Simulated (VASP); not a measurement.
# C in VASP: notebook

The runs below take C through vibrations by perturbation theory, elastic constants, with PBEsol.

Everything below comes from runs of VASP 6.6.1. Logs are shortened: lines on timing, memory, paths and dates and some standing lists are left out, and cuts for length are marked.

## (1) The cell of the first run

The cell holds a slab with vacuum, 2 atoms: a = 2.459 Å, b = 2.459 Å, c = 8.523 Å, α = 90.00°, β = 90.00°, γ = 120.00°.

## (2) Vibrations by perturbation theory, PBEsol

The input, INCAR:

```
SYSTEM = C
ALGO     = Normal         ! electronic algorithm
EDIFF    = 1E-8           ! SCF threshold, eV
ENCUT    = 520            ! plane-wave cutoff, eV
GGA      = PS             ! functional
IBRION   = 8              ! ionic algorithm
ISIF     = 2              ! what is computed and relaxed
ISMEAR   = -1             ! smearing method
LASPH    = .True.         ! aspherical terms in the spheres
LCHARG   = .False.        ! write CHGCAR
LREAL    = .False.        ! projectors in reciprocal space
LWAVE    = .False.        ! write WAVECAR
NBANDS   = 11             ! bands
NELM     = 100            ! most SCF steps
NSW      = 1              ! ionic steps
PREC     = Accurate       ! precision mode
SIGMA    = 0.15           ! smearing width, eV
```

The input, KPOINTS:

```
k-points
0
Gamma
  18 18 6
  0 0 0
```

The input, POSCAR:

```
C
1.0
    2.4588140218      0.0000000000      0.0000000000
   -1.2294070109      2.1293954061      0.0000000000
    0.0000000000      0.0000000000      8.5228814217
C
2
Direct
    0.3333333333      0.6666666667      0.0000000000
    0.6666666667      0.3333333333      0.0000000000
```

Potentials or basis: VASP PAW PBE potentials, release 64 (C).

The run is started by

```bash
cat potpaw_PBE.64/C/POTCAR > POTCAR
mpirun -np 1 vasp_std > vasp.out
```

OUTCAR:

```text
SYSTEM = C
   EDIFF = 1E-8
   ENCUT = 520
   GGA = PS
   IBRION = 8
   ISIF = 2
   ISMEAR = -1
   LASPH = .True.
   LREAL = .False.
   NELM = 100
   NSW = 1
   PREC = Accurate

 ion  position               nearest neighbor table
   1  0.333  0.667  0.000-   2 1.42   2 1.42   2 1.42
   2  0.667  0.333  0.000-   1 1.42   1 1.42   1 1.42

  LATTYP: Found a hexagonal cell.
 ALAT       =     2.4588140218
 C/A-ratio  =     3.4662570435

  Lattice vectors:

 A1 = (   2.4588140218,   0.0000000000,   0.0000000000)
 A2 = (  -1.2294070109,   2.1293954061,   0.0000000000)
 A3 = (   0.0000000000,   0.0000000000,   8.5228814217)

Analysis of symmetry for initial positions (statically):
=====================================================================
 Subroutine PRICEL returns:
 Original cell was already a primitive cell.

 Routine SETGRP: Setting up the symmetry group for a
 hexagonal supercell.

 Subroutine GETGRP returns: Found 24 space group operations
 (whereof 24 operations were pure point group operations)
 out of a pool of 24 trial point group operations.

The static configuration has the point symmetry D_6h.

Analysis of symmetry for dynamics (positions and initial velocities):
=====================================================================
 Subroutine PRICEL returns:
 Original cell was already a primitive cell.

 Routine SETGRP: Setting up the symmetry group for a
 hexagonal supercell.

 Subroutine GETGRP returns: Found 24 space group operations
 (whereof 24 operations were pure point group operations)
 out of a pool of 24 trial point group operations.

The dynamic configuration has the point symmetry D_6h.

 Subroutine INISYM returns: Found 24 space group operations
 (whereof 24 operations are pure point group operations),
 and found     1 'primitive' translations

----------------------------------------------------------------------------------------

                                     Primitive cell

  volume of cell :      44.6240

  direct lattice vectors                    reciprocal lattice vectors
     2.458814022  0.000000000  0.000000000     0.406700137  0.234808434  0.000000000
    -1.229407011  2.129395406  0.000000000     0.000000000  0.469616867  0.000000000
     0.000000000  0.000000000  8.522881422     0.000000000  0.000000000  0.117331211

  length of vectors
     2.458814022  2.458814022  8.522881422     0.469616867  0.469616867  0.117331211

  position of ions in fractional coordinates (direct lattice)
     0.333333333  0.666666667  0.000000000
     0.666666667  0.333333333  0.000000000

  ion indices of the primitive-cell ions
   primitive index   ion index
                 1           1
                 2           2

----------------------------------------------------------------------------------------

 KPOINTS: k-points

Automatic generation of k-mesh.
 Grid dimensions read from file:
 generate k-points for:   18   18    6

 Generating k-lattice:

  Cartesian coordinates                     Fractional coordinates (reciprocal lattice)
     0.022594452  0.013044913  0.000000000     0.055555556 -0.000000000  0.000000000
     0.000000000  0.026089826  0.000000000     0.000000000  0.055555556  0.000000000
     0.000000000  0.000000000  0.019555202     0.000000000  0.000000000  0.166666667

  Length of vectors
     0.026089826  0.026089826  0.019555202

[... 87 lines left out ...]
 maximum number of plane-waves:      1225
   NGX =  9   NGY =  9   NGZ = 31

--------------------------------------- Ionic step        1  -------------------------------------------

 number of electron       7.9999997 magnetization

 Free energy of the ion-electron system (eV)
  ---------------------------------------------------
  ext. energy  EPLUGINS =         0.00000000
  ---------------------------------------------------
  free energy    TOTEN  =       -19.28415395 eV

  energy without entropy =      -19.28115266  energy(sigma->0) =      -19.28265330

 E-fermi :  -0.7586     XC(G=0):  -4.9784

 val. band max:       -1.6688734456   @ k =   0.3333   0.2778   0.0000
 cond. band min:      -0.7574817250   @ k =   0.3333   0.3333   0.5000
 fundamental gap:      0.9113917205
 Fermi energy:        -0.7586459383

 k-point     1 :       0.0000    0.0000    0.0000
  band No.  band energies     occupation
      1     -20.3118      2.00000
      2      -8.4651      2.00000
      3      -3.7604      2.00000
      4      -3.7604      2.00000
      5       2.3525      0.00000
      6       4.7231      0.00000
      7       6.2759      0.00000
      8       7.5822      0.00000
      9       7.5822      0.00000
     10      10.7974      0.00000
     11      12.0428      0.00000
[... 309 lines left out ...]
 k-point    24 :       0.3889    0.1111    0.0000
  band No.  band energies     occupation
      1     -15.5885      2.00000
      2     -12.9813      2.00000
      3      -8.0139      2.00000
      4      -3.3155      2.00000
      5       1.3742      0.00000
      6       7.9452      0.00000
      7       8.9938      0.00000
      8      10.8039      0.00000
      9      12.3255      0.00000
     10      12.7064      0.00000
     11      13.4568      0.00000

 [... further k-points ...]

------------------------ aborting loop because EDIFF is reached ----------------------------------------

  FORCE on cell =-STRESS in cart. coord.  units (eV):
  Direction    XX          YY          ZZ          XY          YZ          ZX
  --------------------------------------------------------------------------------------
  -------------------------------------------------------------------------------------
  Total        0.1165224      0.1165224     -0.0100886      0.0000000      0.0000000      0.0000000
  in kB        4.1836122      4.1836122     -0.3622193      0.0000000      0.0000000      0.0000000
  external PRESSURE =       2.6683351 kB  Pullay stress =       0.0000000 kB

 VOLUME and BASIS-vectors are now :
 -----------------------------------------------------------------------------
  energy-cutoff  :      520.00
  volume of cell :       44.62
      direct lattice vectors                 reciprocal lattice vectors
     2.458814022  0.000000000  0.000000000     0.406700137  0.234808434  0.000000000
    -1.229407011  2.129395406  0.000000000     0.000000000  0.469616867  0.000000000
     0.000000000  0.000000000  8.522881422     0.000000000  0.000000000  0.117331211

 POSITION                                       TOTAL-FORCE (eV/Angst)
 -----------------------------------------------------------------------------------
     -0.00000      1.41960      0.00000        -0.000000      0.000000      0.000000
      1.22941      0.70980      0.00000         0.000000     -0.000000      0.000000
 -----------------------------------------------------------------------------------
    total drift:                                0.000000     -0.000000      0.000000

  FREE ENERGIE OF THE ION-ELECTRON SYSTEM (eV)
  ---------------------------------------------------
  free  energy   TOTEN  =       -19.2841539515 eV

  energy  without entropy=      -19.2811526558  energy(sigma->0) =      -19.28265330

[... ionic steps 2 to 3 ...]

--------------------------------------- Ionic step        4  -------------------------------------------

------------------------ aborting loop because EDIFF is reached ----------------------------------------

[... ionic steps 5 to 5 ...]

--------------------------------------- Ionic step        6  -------------------------------------------

 Free energy of the ion-electron system (eV)
  ---------------------------------------------------
  ---------------------------------------------------
  free energy    TOTEN  =        -0.14165926 eV

  energy without entropy =       -0.14165926

------------------------ aborting loop because EDIFF is reached ----------------------------------------

 INTERNAL STRAIN TENSOR  FOR ION    1  DIRECTION 3   (eV/Angst):
 -----------------------------------------------------------------------------
     0.00031  0.00000 -0.00000
     0.00000  0.00031 -0.00000
     0.00000 -0.00000 -0.00061

 INTERNAL STRAIN TENSOR FOR ION    2 for displacements in x,y,z  (eV/Angst):
          X           Y           Z          XY          YZ          ZX
  --------------------------------------------------------------------------------
  x     0.00000     0.00000     0.00000    11.85126     0.00000     0.00000
  y    11.85126   -11.85126    -0.00000     0.00000     0.00000     0.00000
  z     0.00000     0.00000     0.00000     0.00000     0.00000    -0.00000

 SECOND DERIVATIVES (NOT SYMMETRIZED)
 ------------------------------------
               1X          1Y          1Z          2X          2Y          2Z
  1X   -54.425818    0.000000    0.000000   54.425818   -0.000000    0.000000
  1Y    -0.000000  -54.425818    0.000000    0.000000   54.425818    0.000000
  1Z     0.000000   -0.000000  -16.906094    0.000000    0.000000   16.906094
  2X    54.425818   -0.000000    0.000000  -54.425818    0.000000    0.000000
  2Y     0.000000   54.425818    0.000000   -0.000000  -54.425818    0.000000
  2Z     0.000000    0.000000   16.906094    0.000000   -0.000000  -16.906094

 Eigenvectors and eigenvalues of the dynamical matrix
 ----------------------------------------------------

   1 f  =   47.062893 THz   295.704880 2PiTHz 1569.849144 cm-1   194.636400 meV
             X         Y         Z           dx          dy          dz
     -0.000000  1.419597  0.000000    -0.000001   -0.707107    0.000000
      1.229407  0.709798  0.000000     0.000001    0.707107    0.000000
[... 16 lines left out ...]
   5 f  =    0.000000 THz     0.000001 2PiTHz    0.000005 cm-1     0.000001 meV
             X         Y         Z           dx          dy          dz
     -0.000000  1.419597  0.000000     0.000000   -0.000000   -0.707107
      1.229407  0.709798  0.000000     0.000000    0.000000   -0.707107

   6 f/i=    0.000001 THz     0.000004 2PiTHz    0.000023 cm-1     0.000003 meV
             X         Y         Z           dx          dy          dz
     -0.000000  1.419597  0.000000     0.691581   -0.147362    0.000000
      1.229407  0.709798  0.000000     0.691581   -0.147362    0.000000

--------------------------------------------------------------------------------------------------------

 ELASTIC MODULI CONTR FROM IONIC RELAXATION (kBar)
 Direction    XX          YY          ZZ          XY          YZ          ZX
 --------------------------------------------------------------------------------
 XX         -92.6544     92.6544      0.0000      0.0000      0.0000     -0.0000
 YY          92.6544    -92.6544     -0.0000     -0.0000     -0.0000      0.0000
 ZZ           0.0000     -0.0000     -0.0000     -0.0000     -0.0000      0.0000
 XY           0.0000     -0.0000     -0.0000    -92.6544     -0.0000      0.0000
 YZ           0.0000     -0.0000     -0.0000     -0.0000     -0.0000      0.0000
 ZX          -0.0000      0.0000      0.0000      0.0000      0.0000     -0.0000
 --------------------------------------------------------------------------------
```

Run time: 4.1 min. Hardware: 1 thread of Intel Xeon Platinum 8488C (Sapphire Rapids), shared host; peak memory 0.64 GiB.

Results:

| Property | Result |
| --- | --- |
| Highest phonon frequency at Γ | 1570 cm⁻¹ |

Phonon frequencies in cm⁻¹ (negative: imaginary):
```csv
q point,frequencies
"(0.000, 0.000, 0.000)",0 0 0 875 1570 1570
```

Caveat: there is no dipole correction, which matters where the two faces differ; the PAW data sets were made with another functional, which shifts forces and pressure a little.

## (3) Vibrations by perturbation theory, PBEsol (22.76 Å³/atom)

This run uses another cell than the first one.

The input, INCAR:

```
SYSTEM = C
PREC = Accurate
ENCUT = 520
EDIFF = 1E-8
ISMEAR = -1
SIGMA = 0.15
LREAL = .False.
LASPH = .True.
NELM = 80
ALGO = Normal
ISIF = 2
LWAVE = .False.
LCHARG = .False.
GGA = PS
NBANDS = 11
IBRION = 8
NSW = 1
```

The input, KPOINTS:

```
Automatic mesh
0
Gamma
  18 18 6
  0 0 0
```

The input, POSCAR:

```
C
1.0
    2.4588570146      0.0000000000      0.0000000000
   -1.2294285073      2.1294326389      0.0000000000
    0.0000000000      0.0000000000      8.6930350496
C
2
Direct
    0.3333333333      0.6666666667      0.0000000000
    0.6666666667      0.3333333333      0.0000000000
```

Potentials or basis: VASP PAW PBE potentials, release 64 (C).

The run is started by

```bash
cat potpaw_PBE.64/C/POTCAR > POTCAR
mpirun -np 1 vasp_std > vasp.out
```

OUTCAR:

```text
SYSTEM = C
   PREC = Accurate
   ENCUT = 520
   EDIFF = 1E-8
   ISMEAR = -1
   LREAL = .False.
   LASPH = .True.
   NELM = 80
   ISIF = 2
   GGA = PS
   IBRION = 8
   NSW = 1

 ion  position               nearest neighbor table
   1  0.333  0.667  0.000-   2 1.42   2 1.42   2 1.42
   2  0.667  0.333  0.000-   1 1.42   1 1.42   1 1.42

  LATTYP: Found a hexagonal cell.
 ALAT       =     2.4588570146
 C/A-ratio  =     3.5353967303

  Lattice vectors:

 A1 = (   2.4588570146,   0.0000000000,   0.0000000000)
 A2 = (  -1.2294285073,   2.1294326389,   0.0000000000)
 A3 = (   0.0000000000,   0.0000000000,   8.6930350496)

Analysis of symmetry for initial positions (statically):
=====================================================================
 Subroutine PRICEL returns:
 Original cell was already a primitive cell.
[... 574 lines left out ...]
          X           Y           Z          XY          YZ          ZX
  --------------------------------------------------------------------------------
  x     0.00000     0.00000     0.00000    11.84740     0.00000     0.00000
  y    11.84740   -11.84740     0.00000     0.00000     0.00000     0.00000
  z     0.00000     0.00000     0.00000    -0.00000     0.00000    -0.00000

 SECOND DERIVATIVES (NOT SYMMETRIZED)
 ------------------------------------
               1X          1Y          1Z          2X          2Y          2Z
  1X   -54.431683    0.000000    0.000000   54.431683    0.000000    0.000000
  1Y     0.000000  -54.431683    0.000000    0.000000   54.431683    0.000000
  1Z     0.000000    0.000000  -16.920022    0.000000   -0.000000   16.920022
  2X    54.431683    0.000000    0.000000  -54.431683    0.000000    0.000000
  2Y     0.000000   54.431683    0.000000    0.000000  -54.431683    0.000000
  2Z     0.000000   -0.000000   16.920022    0.000000    0.000000  -16.920022

 Eigenvectors and eigenvalues of the dynamical matrix
 ----------------------------------------------------

   1 f  =   47.065429 THz   295.720811 2PiTHz 1569.933721 cm-1   194.646886 meV
             X         Y         Z           dx          dy          dz
     -0.000000  1.419622  0.000000    -0.707107    0.000002    0.000000
      1.229429  0.709811  0.000000     0.707107   -0.000002    0.000000
[... 11 lines left out ...]
   4 f  =    0.000000 THz     0.000003 2PiTHz    0.000016 cm-1     0.000002 meV
             X         Y         Z           dx          dy          dz
     -0.000000  1.419622  0.000000     0.693677   -0.137156   -0.000000
      1.229429  0.709811  0.000000     0.693677   -0.137156    0.000000

   5 f/i=    0.000000 THz     0.000001 2PiTHz    0.000005 cm-1     0.000001 meV
             X         Y         Z           dx          dy          dz
     -0.000000  1.419622  0.000000     0.000000   -0.000000    0.707107
      1.229429  0.709811  0.000000     0.000000    0.000000    0.707107

   6 f/i=    0.000001 THz     0.000004 2PiTHz    0.000021 cm-1     0.000003 meV
             X         Y         Z           dx          dy          dz
     -0.000000  1.419622  0.000000    -0.137156   -0.693677   -0.000000
      1.229429  0.709811  0.000000    -0.137156   -0.693677    0.000000

--------------------------------------------------------------------------------------------------------

 ELASTIC MODULI CONTR FROM IONIC RELAXATION (kBar)
 Direction    XX          YY          ZZ          XY          YZ          ZX
 --------------------------------------------------------------------------------
 XX         -90.7688     90.7688      0.0000     -0.0000      0.0000     -0.0000
 YY          90.7688    -90.7688      0.0000      0.0000      0.0000      0.0000
 ZZ           0.0000      0.0000      0.0000      0.0000      0.0000      0.0000
 XY          -0.0000      0.0000      0.0000    -90.7688      0.0000     -0.0000
 YZ           0.0000      0.0000      0.0000      0.0000      0.0000      0.0000
 ZX          -0.0000      0.0000      0.0000     -0.0000      0.0000     -0.0000
 --------------------------------------------------------------------------------
```

OSZICAR:

```text
N       E                     dE             d eps       ncg     rms          rms(c)
DAV:   1     0.240925668336E+02    0.24093E+02   -0.36407E+03  3264   0.580E+02
DAV:   2    -0.185743314652E+02   -0.42667E+02   -0.40090E+02  4296   0.128E+02
DAV:   3    -0.205544465029E+02   -0.19801E+01   -0.19700E+01  4199   0.276E+01
DAV:   4    -0.205727380668E+02   -0.18292E-01   -0.18285E-01  4316   0.322E+00
[... 41 lines left out ...]
RMM:   8    -0.141910428063E+00   -0.61961E-05   -0.14141E-08  7747   0.653E-04    0.113E-04
RMM:   9    -0.141909228407E+00    0.11997E-05    0.65911E-10  7536   0.196E-04    0.542E-05
RMM:  10    -0.141909315131E+00   -0.86723E-07    0.37744E-09  8757   0.212E-04    0.746E-06
RMM:  11    -0.141909335728E+00   -0.20598E-07    0.10997E-08  8075   0.300E-05    0.306E-06
RMM:  12    -0.141909330235E+00    0.54939E-08    0.72082E-09  7741   0.185E-05    0.386E-07
 Linear response finished
```

stdout:

```text
POSCAR found type information on POSCAR C
 POSCAR found :  1 types and       2 ions
 scaLAPACK will be used
 -----------------------------------------------------------------------------
|                                                                             |
|                                                                             |
|     You enforced a specific xc type in the INCAR file but a different       |
|     I HOPE YOU KNOW WHAT YOU ARE DOING!                                     |
|                                                                             |
 -----------------------------------------------------------------------------

 LDA part: xc-table for (Slater+PW92), standard interpolation
 POSCAR, INCAR and KPOINTS ok, starting setup
 FFT: planning ... GRIDC
 FFT: planning ... GRID_SOFT
 FFT: planning ... GRID
 WAVECAR not read
 entering main loop
 Linear response reoptimize wavefunctions to high precision
 Linear response DOF=           2
 Linear response progress:
 first order change of Fermi-energy  -0.49248E-05
 force on displaced ion       1 direction 1 : -54.432  -0.001   0.000
 Linear response progress:
 first order change of Fermi-energy   0.18741E-04
 force on displaced ion       1 direction 3 :  -0.000  -0.000 -16.920
 Linear response finished
```

It took 4.6 min on 1 thread of Intel Xeon Platinum 8488C (Sapphire Rapids), shared host; peak memory 0.66 GiB.

Results:

* Highest phonon frequency at Γ: 1570 cm⁻¹

Phonon frequencies in cm⁻¹ (negative: imaginary):
```tsv
q point	frequencies
(0.000, 0.000, 0.000)	0 0 0 875 1570 1570
```

Caveat: there is no dipole correction, which matters where the two faces differ; the PAW data sets were made with another functional, which shifts forces and pressure a little.

(Part 1 of 2 ends here.)
